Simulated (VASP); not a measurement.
# CdTe (e600) (F-43m) in VASP: single point with PBEsol

Aim: the single point of CdTe (e600) with PBEsol.

Program: VASP 6.6.1. These are calculated values, not measurements. Logs are shortened: lines on timing, memory, paths and dates and some standing lists are left out, and cuts for length are marked.

### 1 The cell of the first run

It takes space group F-43m (No. 216, cubic). Conventional cell: a = 6.426 Å, b = 6.426 Å, c = 6.426 Å, α = 90.00°, β = 90.00°, γ = 90.00°. Within 3.7 Å of Cd (site symmetry -43m) lie 4 Te at 2.78 Å. Te (site symmetry -43m) has 4 Cd at 2.78 Å within 3.7 Å.

### 2 Single point, PBEsol (strained cell)

Contents of INCAR:

```
ALGO = Normal
EDIFF = 1E-6
ENCUT = 500
GGA = PS
GGA_COMPAT = False
ISIF = 2
ISMEAR = 0
LASPH = True
LCHARG = False
LREAL = False
LWAVE = False
NBANDS = 16
NELM = 120
PREC = Accurate
SIGMA = 0.02
```

Contents of KPOINTS:

```
k-points
0
Gamma
  6 6 6
```

Contents of POSCAR:

```
CdTe
1.0
    0.0000000000      3.2128218923      3.2128218923
    3.2128218923      0.0000000000      3.2128218923
    3.2128218923      3.2128218923      0.0000000000
Cd Te
1 1
Direct
    0.0000000000      0.0000000000      0.0000000000
    0.2500000000      0.2500000000      0.2500000000
```

Potentials or basis: VASP PAW PBE potentials, release 64 (Cd, Te).

Command:

```console
$ cat potpaw_PBE.64/Cd/POTCAR potpaw_PBE.64/Te/POTCAR > POTCAR
$ mpirun -np 1 vasp_std > vasp.out
```

OUTCAR:

```text
EDIFF = 1E-6
   ENCUT = 500
   GGA = PS
   ISIF = 2
   ISMEAR = 0
   LASPH = True
   LREAL = False
   NELM = 120
   PREC = Accurate

 ion  position               nearest neighbor table
   1  0.000  0.000  0.000-   2 2.78   2 2.78   2 2.78   2 2.78
   2  0.250  0.250  0.250-   1 2.78   1 2.78   1 2.78   1 2.78

  LATTYP: Found a face centered cubic cell.
 ALAT       =     6.4256437846

  Lattice vectors:

 A1 = (   0.0000000000,   3.2128218923,   3.2128218923)
 A2 = (   3.2128218923,   0.0000000000,   3.2128218923)
 A3 = (   3.2128218923,   3.2128218923,   0.0000000000)

Analysis of symmetry for initial positions (statically):
=====================================================================
 Subroutine PRICEL returns:
 Original cell was already a primitive cell.

 Routine SETGRP: Setting up the symmetry group for a
 face centered cubic supercell.

 Subroutine GETGRP returns: Found 24 space group operations
 (whereof 24 operations were pure point group operations)
 out of a pool of 48 trial point group operations.

The static configuration has the point symmetry T_d .

Analysis of symmetry for dynamics (positions and initial velocities):
=====================================================================
 Subroutine PRICEL returns:
 Original cell was already a primitive cell.

 Routine SETGRP: Setting up the symmetry group for a
 face centered cubic supercell.

 Subroutine GETGRP returns: Found 24 space group operations
 (whereof 24 operations were pure point group operations)
 out of a pool of 48 trial point group operations.

The dynamic configuration has the point symmetry T_d .

 Subroutine INISYM returns: Found 24 space group operations
 (whereof 24 operations are pure point group operations),
 and found     1 'primitive' translations

----------------------------------------------------------------------------------------

                                     Primitive cell

  volume of cell :      66.3269

  direct lattice vectors                    reciprocal lattice vectors
     0.000000000  3.212821892  3.212821892    -0.155626430  0.155626430  0.155626430
     3.212821892  0.000000000  3.212821892     0.155626430 -0.155626430  0.155626430
     3.212821892  3.212821892  0.000000000     0.155626430  0.155626430 -0.155626430

  length of vectors
     4.543616294  4.543616294  4.543616294     0.269552883  0.269552883  0.269552883

  position of ions in fractional coordinates (direct lattice)
     0.000000000  0.000000000  0.000000000
     0.250000000  0.250000000  0.250000000

  ion indices of the primitive-cell ions
   primitive index   ion index
                 1           1
                 2           2

----------------------------------------------------------------------------------------

 KPOINTS: k-points

Automatic generation of k-mesh.
 Grid dimensions read from file:
 generate k-points for:    6    6    6

 Generating k-lattice:

  Cartesian coordinates                     Fractional coordinates (reciprocal lattice)
    -0.025937738  0.025937738  0.025937738     0.166666667  0.000000000  0.000000000
     0.025937738 -0.025937738  0.025937738     0.000000000  0.166666667  0.000000000
     0.025937738  0.025937738 -0.025937738     0.000000000  0.000000000  0.166666667

  Length of vectors
     0.044925481  0.044925481  0.044925481

  Shift w.r.t. Gamma in fractional coordinates (k-lattice)
     0.000000000  0.000000000  0.000000000

 Subroutine IBZKPT returns following result:
 ===========================================

 Found     16 irreducible k-points:

 Following reciprocal coordinates:
            Coordinates               Weight
  0.000000  0.000000  0.000000      1.000000
  0.166667  0.000000  0.000000      8.000000
  0.333333  0.000000  0.000000      8.000000
  0.500000  0.000000  0.000000      4.000000
  0.166667  0.166667  0.000000      6.000000
  0.333333  0.166667  0.000000     24.000000
[... 8 lines left out ...]
 -0.333333  0.333333  0.166667     24.000000
 -0.333333  0.500000  0.166667     12.000000
   k-points           NKPTS =     16   k-points in BZ     NKDIM =     16   number of bands    NBANDS=     16
   number of dos      NEDOS =    301   number of ions     NIONS =      2
   total plane-waves  NPLWV =  46656
   dimension x,y,z NGX =    36 NGY =   36 NGZ =   36
   dimension x,y,z NGXF=    72 NGYF=   72 NGZF=   72
   ions per type =               1   1
   NGX,Y,Z   is equivalent  to a cutoff of  13.17, 13.17, 13.17 a.u.
   NGXF,Y,Z  is equivalent  to a cutoff of  26.34, 26.34, 26.34 a.u.
 SYSTEM =  unknown system
   PREC   = accura    normal or accurate (medium, high low for compatibility)
   ISTART =      0    job   : 0-new  1-cont  2-samecut
   ICHARG =      2    charge: 1-file 2-atom 10-const
   ISPIN  =      1    spin polarized calculation?
   LNONCOLLINEAR =      F non collinear calculations
   LSORBIT =      F    spin-orbit coupling
   LASPH  =      T    aspherical Exc in radial PAW
   ENCUT  =  500.0 eV  36.75 Ry    6.06 a.u.   8.28  8.28  8.28*2*pi/ulx,y,z
   NELM   =    120;   NELMIN=  2; NELMDL= -5     # of ELM steps
   EDIFF  = 0.1E-05   stopping-criterion for ELM
   LREAL  =      F    real-space projection
   EDIFFG = 0.1E-04   stopping-criterion for IOM
   NSW    =      0    number of steps for IOM
   IBRION =     -1    ionic relax: 0-MD 1-quasi-New 2-CG
   NFREE  =      0    steps in history (QN), initial steepest desc. (CG)
   ISIF   =      2    stress and relaxation
   ISYM   =      2    0-nonsym 1-usesym 2-fastsym
   POTIM  = 0.5000    time-step for ionic-motion
   TEBEG  =    0.0;   TEEND  =   0.0 temperature during run
   PSTRESS=    0.0 pullay stress
   NELECT =      18.0000    total number of electrons
   NUPDOWN=      -1.0000    fix difference up-down
   EMIN   =  10.00;   EMAX   =-10.00  energy-range for DOS
   EFERMI =   0.00;   METHOD = LEGACY
   ISMEAR =     0;   SIGMA  =   0.02  broadening in eV -4-tet -1-fermi 0-gaus
   EFERMI_NEDOS =   21; number of points for ismear=-14 and -15
   IALGO  =     38    algorithm
   IMIX   =      4    mixing-type and parameters
     AMIX     =   0.40;   BMIX     =  1.00
     AMIX_MAG =   1.60;   BMIX_MAG =  1.00
  volume/ion in A,a.u.               =      33.16       223.80
  Fermi-wavevector in a.u.,A,eV,Ry     =   1.059910  2.002940 15.284912  1.123409
  Thomas-Fermi vector in A             =   2.195272
   LORBIT       =      0    0 simple, 1 ext, 2 COOP (PROOUT), +10 PAW based schemes
   GGA     = PS    functional components
   LHFCALC =     F    Hartree Fock is set to
   AEXX    =    0.0000 exact exchange contribution
   IVDW    =     0    specifies the selected vdW correction
   LEPSILON=     F    determine dielectric tensor
   LRPA    =     F    only Hartree local field effects (RPA)
 non-spin polarized calculation
 Gauss-broadening in eV      SIGMA  =   0.02
  energy-cutoff  :      500.00
  volume of cell :       66.33
 maximum number of plane-waves:      1700
 NGX is ok and might be reduce to    36
   NGX = 17   NGY = 17   NGZ = 17

 number of electron      17.9999994 magnetization

 Free energy of the ion-electron system (eV)
  ---------------------------------------------------
  ext. energy  EPLUGINS =         0.00000000
  ---------------------------------------------------
  free energy    TOTEN  =        -5.47321462 eV

  energy without entropy =       -5.47321462  energy(sigma->0) =       -5.47321462

 E-fermi :   2.5408     XC(G=0):  -8.8945

 val. band max:        2.4524706587   @ k =   0.0000   0.0000   0.0000
 cond. band min:       3.1896730537   @ k =   0.0000   0.0000   0.0000
 fundamental gap:      0.7372023950
 Fermi energy:         2.5407766331

 k-point     1 :       0.0000    0.0000    0.0000
  band No.  band energies     occupation
      1      -8.9112      2.00000
      2      -5.9013      2.00000
      3      -5.9013      2.00000
      4      -5.9013      2.00000
      5      -5.6168      2.00000
      6      -5.6168      2.00000
[... 8 lines left out ...]
     15      11.8412      0.00000
     16      11.8412      0.00000

 k-point     2 :       0.1667    0.0000    0.0000
  band No.  band energies     occupation
      1      -8.8034      2.00000
      2      -5.8809      2.00000
      3      -5.8809      2.00000
      4      -5.8172      2.00000
      5      -5.6182      2.00000
      6      -5.6182      2.00000
[... 8 lines left out ...]
     15      10.8828      0.00000
     16      10.8828      0.00000

 k-point     3 :       0.3333    0.0000    0.0000
  band No.  band energies     occupation
      1      -8.5865      2.00000
      2      -5.8459      2.00000
      3      -5.8459      2.00000
      4      -5.6139      2.00000
      5      -5.6139      2.00000
      6      -5.5241      2.00000
[... 8 lines left out ...]
     15      11.3101      0.00000
     16      11.3101      0.00000

 k-point     4 :       0.5000    0.0000    0.0000
  band No.  band energies     occupation
      1      -8.4798      2.00000
      2      -5.8324      2.00000
      3      -5.8324      2.00000
      4      -5.6071      2.00000
      5      -5.6071      2.00000
      6      -5.2492      2.00000
[... 8 lines left out ...]
     15      12.7736      0.00000
     16      12.7736      0.00000
[... 172 lines left out ...]
 k-point    14 :       0.5000    0.3333    0.1667
  band No.  band energies     occupation
      1      -8.4492      2.00000
      2      -5.7970      2.00000
      3      -5.7895      2.00000
      4      -5.6644      2.00000
      5      -5.6033      2.00000
      6      -5.2934      2.00000
[... 8 lines left out ...]
     15      12.7460      0.00000
     16      13.9541      0.00000

 k-point    15 :      -0.3333    0.3333    0.1667
  band No.  band energies     occupation
      1      -8.3822      2.00000
      2      -5.7892      2.00000
      3      -5.7731      2.00000
      4      -5.6444      2.00000
      5      -5.6143      2.00000
      6      -5.0855      2.00000
[... 8 lines left out ...]
     15      12.9353      0.00000
     16      13.7299      0.00000

 k-point    16 :      -0.3333    0.5000    0.1667
  band No.  band energies     occupation
      1      -8.3495      2.00000
      2      -5.7602      2.00000
      3      -5.7561      2.00000
      4      -5.6702      2.00000
      5      -5.6034      2.00000
      6      -5.0335      2.00000
[... 8 lines left out ...]
     15      13.6033      0.00000
     16      13.8242      0.00000

------------------------ aborting loop because EDIFF is reached ----------------------------------------

  FORCE on cell =-STRESS in cart. coord.  units (eV):
  Direction    XX          YY          ZZ          XY          YZ          ZX
  --------------------------------------------------------------------------------------
  -------------------------------------------------------------------------------------
  Total        0.6267941      0.6267941      0.6267941     -0.0000000      0.0000000      0.0000000
  in kB       15.1406864     15.1406864     15.1406864     -0.0000000      0.0000000      0.0000000
  external PRESSURE =      15.1406864 kB  Pullay stress =       0.0000000 kB

 VOLUME and BASIS-vectors are now :
 -----------------------------------------------------------------------------
  energy-cutoff  :      500.00
  volume of cell :       66.33
      direct lattice vectors                 reciprocal lattice vectors
     0.000000000  3.212821892  3.212821892    -0.155626430  0.155626430  0.155626430
     3.212821892  0.000000000  3.212821892     0.155626430 -0.155626430  0.155626430
     3.212821892  3.212821892  0.000000000     0.155626430  0.155626430 -0.155626430

 POSITION                                       TOTAL-FORCE (eV/Angst)
 -----------------------------------------------------------------------------------
      0.00000      0.00000      0.00000        -0.000000     -0.000000     -0.000000
      1.60641      1.60641      1.60641         0.000000      0.000000      0.000000
 -----------------------------------------------------------------------------------
    total drift:                                0.000000      0.000000      0.000000

  FREE ENERGIE OF THE ION-ELECTRON SYSTEM (eV)
  ---------------------------------------------------
  free  energy   TOTEN  =        -5.4732146185 eV

  energy  without entropy=       -5.4732146185  energy(sigma->0) =       -5.47321462
```

Wall time 28 s (1 thread of AMD EPYC 7R13, shared host); peak memory 0.18 GiB.

Results:

```yaml
Free_energy: -5.4732 eV
Pressure: 1.5 GPa
Band_gap_on_the_k_mesh: 0.74 eV, direct
```

Levels at points of the mesh, in eV from the valence-band top:
| k point | band 7 | band 8 | band 9 | band 10 | band 11 | band 12 |
| --- | --- | --- | --- | --- | --- | --- |
| (0.00, 0.00, 0.00) | 0.00 | 0.00 | 0.00 | 0.74 | 4.52 | 4.52 |
| (0.50, 0.00, 0.00) | -4.63 | -0.82 | -0.82 | 1.75 | 5.12 | 5.12 |
| (0.50, 0.50, 0.00) | -4.48 | -1.98 | -1.98 | 2.43 | 2.59 | 8.87 |

Caveat: the cell differs from its parent crystal (strained cell); the PAW data sets were made with another functional, which shifts forces and pressure a little; spin-orbit coupling is left out, which moves the levels of the heavy elements.
